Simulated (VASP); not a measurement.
Here is a VASP 6.6.1 calculation.

INCAR

```
SYSTEM = Tb5C
  PREC = Accurate
  ENCUT = 600
  EDIFF = 1E-7
  ISMEAR = 0
  SIGMA = 0.1
  LREAL = .FALSE.
  LASPH = .TRUE.
  NELM = 200
  ALGO = Normal
  ISIF = 3
  LWAVE = .FALSE.
  LCHARG = .FALSE.
  GGA = PE
  IBRION = 2
  NSW = 100
  EDIFFG = -0.01
  GGA_COMPAT = .FALSE.
  NELMIN = 4
  LMAXMIX = 6
```

Contents of KPOINTS:

```
regular mesh
0
G
  8 8 8
  0 0 0
```

The input POSCAR:

```
Tb5C
1.0
    0.0000000000      4.4429831677      4.4429831677
    4.4429831677      0.0000000000      4.4429831677
    4.4429831677      4.4429831677      0.0000000000
Tb C
5 1
Direct
    0.6249322376      0.6249322376      0.6249322376
    0.1252032871      0.6249322376      0.6249322376
    0.6249322376      0.6249322376      0.1252032871
    0.6249322376      0.1252032871      0.6249322376
    0.2500000000      0.2500000000      0.2500000000
    0.0000000000      0.0000000000      0.0000000000
```

Potentials or basis: VASP PAW PBE potentials, release 64 (Tb_3, C), 4f in core.

Run with:

```sh
$ cat potpaw_PBE.64/Tb_3/POTCAR potpaw_PBE.64/C/POTCAR > POTCAR
$ mpirun -np 1 vasp_std > vasp.out
```

(1) Predict the relaxed cell.

(2) Predict the band gap on the k mesh.

(3) Predict the space group after relaxing (to 0.1 Å).

(4) Predict the relaxed volume.

## Answers

(1) a = 6.331 Å, b = 6.331 Å, c = 6.331 Å, α = 60.00°, β = 60.00°, γ = 60.00°.

(2) zero (an odd number of electrons rules out a gap without spin polarisation).

(3) F-43m (No. 216).

(4) 29.90 Å³/atom.

Caveat: spin-orbit coupling is left out, which moves the levels of the heavy elements; the 4f electrons are frozen in the core, so they carry no moment and show no levels.
